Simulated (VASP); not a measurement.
Write the native input for VASP 6.6.1 that does the following.

```
Task                   : single point
Functional             : PBEsol
Potentials or basis    : VASP PAW PBE potentials, release 64 (Pt)
Cutoff                 : 520 eV
k mesh                 : 20 × 20 × 20
Occupations            : gaussian, width 0.15 eV
Spin                   : no spin polarisation
Dipole correction      : no
Further INCAR settings : ALGO = Fast; EDIFF = 1e-06; NBANDS = 11
```

The structure of Pt lies in POSCAR:

```
Pt
1.0
   -0.0587370000      1.9579000000      1.9579000000
    1.9579000000     -0.0587370000      1.9579000000
    1.8991630000      1.8991630000      0.0000000000
Pt
1
Direct
    0.0000000000      0.0000000000      0.0000000000
```

This cell differs from its parent crystal: strain -0.0600 x Voigt [0, 0, 0, 0, 0, 1].

The input as run:

INCAR

```
SYSTEM = Pt
PREC = Accurate
ENCUT = 520
EDIFF = 1E-6
ISMEAR = 0
SIGMA = 0.15
LREAL = .FALSE.
LASPH = .TRUE.
NELM = 100
ALGO = Fast
ISIF = 2
LWAVE = .FALSE.
LCHARG = .TRUE.
GGA = PS
LELF = .TRUE.
LVHAR = .TRUE.
NBANDS = 11
```

KPOINTS

```
Automatic mesh
0
G
  20 20 20
  0 0 0
```

Potentials or basis: VASP PAW PBE potentials, release 64 (Pt).

The run is started by

```sh
$ cat potpaw_PBE.64/Pt/POTCAR > POTCAR
$ mpirun -np 1 vasp_std > vasp.out
```

Results of the run:

- Pressure: 1.2 GPa
- Band gap on the k mesh: zero (band 5 reaches 11.79 eV, above the bottom of band 6 at 9.41 eV)

Caveat: the cell differs from its parent crystal (strain -0.0600 x Voigt [0, 0, 0, 0, 0, 1]); the PAW data sets were made with another functional, which shifts forces and pressure a little; spin-orbit coupling is left out, which moves the levels of the heavy elements.

It took 100 s on 1 thread of Intel(R) Xeon(R) Platinum 8259CL CPU @ 2.50GHz (Skylake/Cascade Lake) (shared host), peak memory 0.3 GiB.
